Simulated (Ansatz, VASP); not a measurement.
## BN: VASP beside Ansatz

INCAR

```
SYSTEM = BN
ALGO     = Normal         ! electronic algorithm
EDIFF    = 1E-6           ! SCF threshold, eV
ENCUT    = 600            ! plane-wave cutoff, eV
GGA      = PE             ! functional
GGA_COMPAT= .FALSE.      
ISIF     = 2              ! what is computed and relaxed
ISMEAR   = 0              ! smearing method
LASPH    = .TRUE.         ! aspherical terms in the spheres
LCHARG   = .FALSE.        ! write CHGCAR
LREAL    = .FALSE.        ! projectors in reciprocal space
LWAVE    = .FALSE.        ! write WAVECAR
NBANDS   = 11             ! bands
NELM     = 120            ! most SCF steps
PREC     = Accurate       ! precision mode
SIGMA    = 0.01           ! smearing width, eV
```

File KPOINTS:

```
k-points
0
G
  12 12 12
  0 0 0
```

The input POSCAR:

```
BN
1.0
    0.0000000000      1.7925625000      1.7925625000
    1.7925625000      0.0000000000      1.7925625000
    1.7925625000      1.7925625000      0.0000000000
B N
1 1
Direct
    0.0000000000      0.0000000000      0.0000000000
    0.2500000000      0.2500000000      0.2500000000
```

Input for Ansatz:

```yaml
crystal:
  lattice:
    - [0.0, 1.7925625, 1.7925625]
    - [1.7925625, 0.0, 1.7925625]
    - [1.7925625, 1.7925625, 0.0]
  atoms:
    - { symbol: B, position: [0.0, 0.0, 0.0] }
    - { symbol: "N", position: [0.25, 0.25, 0.25] }
scf:
  occupations: { method: fixed }
output:
  stress: true
hamiltonian:
  xc: pbe
kpoints:
  mp_grid: { grid: [12, 12, 12] }
```

Alike in both runs: task single point; functional PBE; k mesh 12 × 12 × 12; no spin polarisation.

|  | VASP | Ansatz |
| --- | --- | --- |
| version | VASP 6.6.1 | Ansatz 0.2.0 |
| potentials or method | VASP PAW PBE potentials, release 64 (B, N) | scalar-relativistic, plane waves, PAW |
| plane-wave cutoff (eV) | 600 | 420 |
| occupations | gaussian, width 0.01 eV | fixed |
| valence electrons in the cell | 8 | 8 |

Ansatz gave:

| Quantity | Value |
| --- | --- |
| pressure (GPa) | 13.0 |

Problem. Which values does VASP return?

Solution. Pressure (GPa): 13.1.
